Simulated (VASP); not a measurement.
Set up this calculation in VASP 6.6.1, as the native input.

| Item | Value |
| --- | --- |
| Task | single point |
| Functional | PBE |
| Dispersion | D3(BJ) |
| Potentials or basis | VASP PAW PBE potentials, release 64 (Al) |
| Cutoff | 520 eV |
| k mesh | 18 × 18 × 6 |
| Occupations | gaussian, width 0.15 eV |
| Spin | no spin polarisation |
| Dipole correction | no |
| Further INCAR settings | ALGO = Normal; EDIFF = 1e-07; NBANDS = 14 |

The structure of Al lies in POSCAR:

```
Al
1.0
    2.7769345601      0.0000000000      0.0000000000
   -1.3884672801      2.4048958737      0.0000000000
    0.0000000000      0.0000000000      9.3024530830
Al
4
Direct
    0.0000000000      0.0000000000      0.0000000000
    0.3333333333      0.6666666667      0.2500000000
    0.0000000000      0.0000000000      0.5000000000
    0.6666666667      0.3333333333      0.7500000000
```

This isn't the form of Al at room conditions, which is fcc.

One way to write it, as run:

INCAR

```
  PREC = Accurate
  ENCUT = 520
  EDIFF = 1E-7
  ISMEAR = 0
  SIGMA = 0.15
  LREAL = False
  LASPH = True
  NELM = 80
  ALGO = Normal
  ISIF = 2
  LWAVE = False
  LCHARG = False
  GGA = PE
  IVDW = 12
  NBANDS = 14
```

KPOINTS

```
Automatic mesh
0
Gamma
  18 18 6
```

Potentials or basis: VASP PAW PBE potentials, release 64 (Al).

Run with:

```sh
$ cat potpaw_PBE.64/Al/POTCAR > POTCAR
$ mpirun -np 1 vasp_std > vasp.out
```

Results of the run:

```json
{"Pressure": "1.9 GPa", "Band gap on the k mesh": "zero (bands 6 and 7 overlap by 5.23 eV)", "Dispersion energy per atom": "-0.358 eV"}
```

Run time: 36 s on 1 thread of Intel(R) Xeon(R) 6975P-C (Granite Rapids), with other jobs on the host, peak memory 0.25 GiB.
